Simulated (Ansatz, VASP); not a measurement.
AlAs5: VASP beside Ansatz

```
CELL_PARAMETERS angstrom
-2.85466 2.85466 3.92454
2.85466 -2.85466 3.92454
2.85466 2.85466 -3.92454
ATOMIC_POSITIONS crystal
Al 0.50000 0.50000 0.00000
As 0.50000 0.50000 0.50000
As 0.00000 0.00000 0.50000
As 0.50000 0.00000 0.00000
As 0.00000 0.50000 0.00000
As 0.00000 0.00000 0.00000
```

Alike in both runs: functional PBE; k mesh 4 × 4 × 4; occupations gaussian, width 0.1 eV; no spin polarisation.

Ansatz relaxed the structure, and its values are those at the end. VASP's run is a single point on that final structure, the one shown.

|  | VASP | Ansatz |
| --- | --- | --- |
| version | VASP 6.6.1 | Ansatz 0.2.0 |
| potentials or method | VASP PAW PBE potentials, release 64 (Al, As), cutoff 520 eV | scalar-relativistic, plane waves, PAW |
| valence electrons in the cell | 28 | 78 |

|  | VASP | Ansatz | Ansatz less VASP |
| --- | --- | --- | --- |
| gap on the k mesh at the Fermi level (eV) | none | none | - |
| pressure (GPa) | 0.1 | 0.0 | -0.11 |

A gap of «none» marks a metal or a gap that the smearing closes. VASP's potentials hold 28 valence electrons a cell and Ansatz's 78, so a difference there can come from the potentials and not from the codes.

The k mesh is coarse, so the values compare programs but aren't converged.
